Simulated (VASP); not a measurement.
Runs of VASP 6.6.1 on CdGa2. The structure is that of space group Fm-3m (No. 225), or close to it. The cells are those of the table. 

```csv
task,cell,k mesh,cutoff (eV),gap on the mesh (eV),pressure (GPa),relaxed volume (Å³/atom)
single point,"a = 4.577 Å, angles 60.0°, 3 atoms",6 × 6 × 6,520,none,0.5,-
relaxation of cell and atoms,"relaxed from a = 4.339 Å, angles 60.0°, 3 atoms",6 × 6 × 6,600,none,-0.1,(b)
single point,"a = 4.339 Å, angles 60.0°, 3 atoms",6 × 6 × 6,520,none,(a),-
relaxation of cell and atoms,"relaxed from a = 4.577 Å, angles 60.0°, 3 atoms",12 × 12 × 12,600,none,0.0,23.12
single point,"a = 4.607 Å, angles 60.0°, 3 atoms",12 × 12 × 12,520,none,0.3,-
```

Alike in all rows: level PBE; potentials or basis VASP PAW PBE potentials, release 64 (Cd, Ga_d); no spin polarisation; smearing gaussian 0.1 eV.

**Question.** Estimate the missing entries.

**Answer.** (a) 11.6; (b) 23.10.

Caveats: the volume moved by over 15 % at a fixed basis, so the end points are rough (at least some runs); the cell stands under pressure (at least some runs).

A k mesh can miss the band edges, and the runs leave out spin-orbit coupling on Cd, Ga.

A gap of «none» marks levels without a gap at the run's occupations.
